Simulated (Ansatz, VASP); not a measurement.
One calculation of Bi2Se3, two programs

The input INCAR:

```
  ALGO = Normal
  EDIFF = 1E-7
  ENCUT = 520
  GGA = PS
  ISIF = 2
  ISMEAR = 0
  LASPH = True
  LCHARG = False
  LREAL = False
  LWAVE = False
  NBANDS = 32
  NELM = 100
  PREC = Accurate
  SIGMA = 0.01
```

File KPOINTS:

```
k-points
0
Gamma
  12 12 12
```

Contents of POSCAR:

```
Bi2Se3
1.0
    2.0654935333      1.1925132458      9.5341467922
   -2.0654935333      1.1925132458      9.5341467922
    0.0000000000     -2.3850264966      9.5341467916
Bi Se
2 3
Direct
    0.4002069196      0.4002069196      0.4002069196
    0.5997930804      0.5997930804      0.5997930804
    0.0000000000      0.0000000000      0.0000000000
    0.2116883625      0.2116883625      0.2116883625
    0.7883116375      0.7883116375      0.7883116375
```

Input for Ansatz:

```yaml
crystal:
  lattice:
    - [2.0654935333, 1.1925132458, 9.5341467922]
    - [-2.0654935333, 1.1925132458, 9.5341467922]
    - [0.0, -2.3850264966, 9.5341467916]
  atoms:
    - { symbol: Bi, position: [0.4002069196, 0.4002069196, 0.4002069196] }
    - { symbol: Bi, position: [0.5997930804, 0.5997930804, 0.5997930804] }
    - { symbol: Se, position: [0.0, 0.0, 0.0] }
    - { symbol: Se, position: [0.2116883625, 0.2116883625, 0.2116883625] }
    - { symbol: Se, position: [0.7883116375, 0.7883116375, 0.7883116375] }
basis:
  ecutwfc: 420
kpoints:
  mp_grid: { grid: [12, 12, 12] }
  band_path: { path: [VBM, CBM], npoints: 2 }
hamiltonian:
  xc: pbesol
scf:
  occupations: { method: gaussian, width: 0.01 }
output:
  forces: true
  stress: true
  eigenvalues: true
```

Alike in both runs: task single point; functional PBEsol; k mesh 12 × 12 × 12; occupations gaussian, width 0.01 eV; no spin polarisation.

```csv
,VASP,Ansatz
version,VASP 6.6.1,Ansatz 0.2.0
potentials or method,"VASP PAW PBE potentials, release 64 (Bi_d, Se), cutoff 520 eV","scalar-relativistic, plane waves, PAW"
valence electrons in the cell,48,78
```

Ansatz gave:

| Property | Result |
| --- | --- |
| gap on the k mesh at the Fermi level (eV) | 0.12 |
| least direct gap on the mesh (eV) | 0.12 |
| pressure (GPa) | 0.0 |
| rms of the force components (eV/Å) | 0.002 |

**Question.** Estimate VASP's values.

**Answer.** gap on the k mesh at the Fermi level (eV): 0.12; least direct gap on the mesh (eV): 0.12; pressure (GPa): 0.1; rms of the force components (eV/Å): 0.008.

VASP's potentials were made for PBE, not for PBEsol. Atom by atom the forces differ by 0.007 eV/Å (rms over components). The functional is the same, so the differences come from potentials, cutoffs and numerics. VASP's potentials hold 48 valence electrons a cell and Ansatz's 78, so a difference there can come from the potentials and not from the codes.

Neither program's run includes spin-orbit coupling.
